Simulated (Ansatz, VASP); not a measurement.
## One calculation of PbSe, two programs

The input INCAR:

```
SYSTEM = PbSe
ALGO     = Normal         ! electronic algorithm
EDIFF    = 1E-6           ! SCF threshold, eV
ENCUT    = 520            ! plane-wave cutoff, eV
GGA      = PS             ! functional
ISIF     = 2              ! what is computed and relaxed
ISMEAR   = 1              ! smearing method
LASPH    = .True.         ! aspherical terms in the spheres
LCHARG   = .False.        ! write CHGCAR
LREAL    = .False.        ! projectors in reciprocal space
LWAVE    = .False.        ! write WAVECAR
NBANDS   = 28             ! bands
NELM     = 60             ! most SCF steps
PREC     = Accurate       ! precision mode
SIGMA    = 0.1            ! smearing width, eV
```

The input KPOINTS:

```
k-points
0
Gamma
  6 6 2
  0 0 0
```

File POSCAR:

```
PbSe
1.0
    4.4148900000      0.0000000000      0.0000000000
   -0.0103100000      4.4148800000      0.0000000000
   -2.2022900000     -2.2074400000     12.0008000000
Pb Se
2 2
Direct
    0.8001900000      0.8145500000      0.6176200000
    0.1927000000      0.1931600000      0.3815600000
    0.3001100000      0.3157300000      0.6220400000
    0.6768500000      0.7126700000      0.3768100000
```

Input for Ansatz:

```yaml
crystal:
  lattice:
    - [4.41489, 0.0, 0.0]
    - [-0.01031, 4.41488, 0.0]
    - [-2.20229, -2.20744, 12.0008]
  atoms:
    - { symbol: Pb, position: [0.80019, 0.81455, 0.61762] }
    - { symbol: Pb, position: [0.1927, 0.19316, 0.38156] }
    - { symbol: Se, position: [0.30011, 0.31573, 0.62204] }
    - { symbol: Se, position: [0.67685, 0.71267, 0.37681] }
kpoints:
  mp_grid:
    grid: [6, 6, 2]
hamiltonian:
  xc: pbesol
scf:
  n_extra_bands: 14
  occupations:
    method: methfessel_paxton
output:
  dos:
    de: 0.1
    projected: true
```

Alike in both runs: task single point; functional PBEsol; k mesh 6 × 6 × 2; no spin polarisation.

|  | VASP | Ansatz |
| --- | --- | --- |
| version | VASP 6.6.1 | Ansatz 0.2.0 |
| potentials or method | VASP PAW PBE potentials, release 64 (Pb_d, Se) | plane waves, PAW |
| plane-wave cutoff (eV) | 520 | 420 |
| occupations | methfessel-paxton of order 1, width 0.1 eV | methfessel-paxton of order 1 |
| valence electrons in the cell | 40 | 60 |

```csv
,VASP,Ansatz,Ansatz less VASP
gap on the k mesh at the Fermi level (eV),1.51,1.51,-0.001
```

VASP's potentials were made for PBE, not for PBEsol. VASP's potentials hold 40 valence electrons a cell and Ansatz's 60, so a difference there can come from the potentials and not from the codes.

Spin-orbit coupling is off throughout.
